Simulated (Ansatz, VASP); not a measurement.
## One calculation of SnSe2, two programs

File INCAR:

```
ALGO     = Normal         # electronic algorithm
EDIFF    = 1E-6           # SCF threshold, eV
ENCUT    = 520            # plane-wave cutoff, eV
GGA      = PE             # functional
ISIF     = 2              # what is computed and relaxed
ISMEAR   = 0              # smearing method
LASPH    = T              # aspherical terms in the spheres
LCHARG   = F              # write CHGCAR
LREAL    = F              # projectors in reciprocal space
LWAVE    = F              # write WAVECAR
NBANDS   = 20             # bands
NELM     = 100            # most SCF steps
PREC     = Accurate       # precision mode
SIGMA    = 0.05           # smearing width, eV
```

The input KPOINTS:

```
k-points
0
Gamma
  12 12 6
```

The input POSCAR:

```
SnSe2
1.0
    4.1052739893      0.0000000000      0.0000000000
   -2.0526369947      3.5552715643      0.0000000000
    0.0000000000      0.0000000000      5.2887062771
Sn Se
1 2
Direct
    0.0000000000      0.0000000000      0.0000000000
    0.3333333333      0.6666666667      0.2500000000
    0.6666666667      0.3333333333      0.7500000000
```

Input for Ansatz:

```yaml
crystal:
  lattice:
    - [4.1052739893, 0.0, 0.0]
    - [-2.0526369947, 3.5552715643, 0.0]
    - [0.0, 0.0, 5.2887062771]
  atoms:
    - { symbol: Sn, position: [0.0, 0.0, 0.0] }
    - { symbol: Se, position: [0.3333333333, 0.6666666667, 0.25] }
    - { symbol: Se, position: [0.6666666667, 0.3333333333, 0.75] }
basis:
  ecutwfc: 420
kpoints:
  mp_grid: { grid: [12, 12, 6] }
hamiltonian:
  xc: pbe
scf:
  occupations: { method: gaussian, width: 0.05 }
output:
  forces: true
  stress: true
  eigenvalues: true
```

Alike in both runs: task single point; functional PBE; k mesh 12 × 12 × 6; occupations gaussian, width 0.05 eV; no spin polarisation.

|  | VASP | Ansatz |
| --- | --- | --- |
| version | VASP 6.6.1 | Ansatz 0.2.0 |
| potentials or method | VASP PAW PBE potentials, release 64 (Sn_d, Se), cutoff 520 eV | scalar-relativistic, plane waves, PAW |
| valence electrons in the cell | 26 | 46 |

Ansatz gave:

| Quantity | Value |
| --- | --- |
| gap on the k mesh at the Fermi level (eV) | 0.02 |
| least direct gap on the mesh (eV) | 0.41 |
| pressure (GPa) | 4.1 |
| traceless stress, the component that is largest in VASP (GPa) | 4.26 |
| rms of the force components (eV/Å) | 0.607 |

Question: Estimate VASP's values.

Answer: gap on the k mesh at the Fermi level (eV): 0.02; least direct gap on the mesh (eV): 0.42; pressure (GPa): 4.2; traceless stress, the component that is largest in VASP (GPa): 4.22; rms of the force components (eV/Å): 0.611.

Atom by atom the forces differ by 0.005 eV/Å (rms over components). VASP's potentials hold 26 valence electrons a cell and Ansatz's 46, so a difference there can come from the potentials and not from the codes.
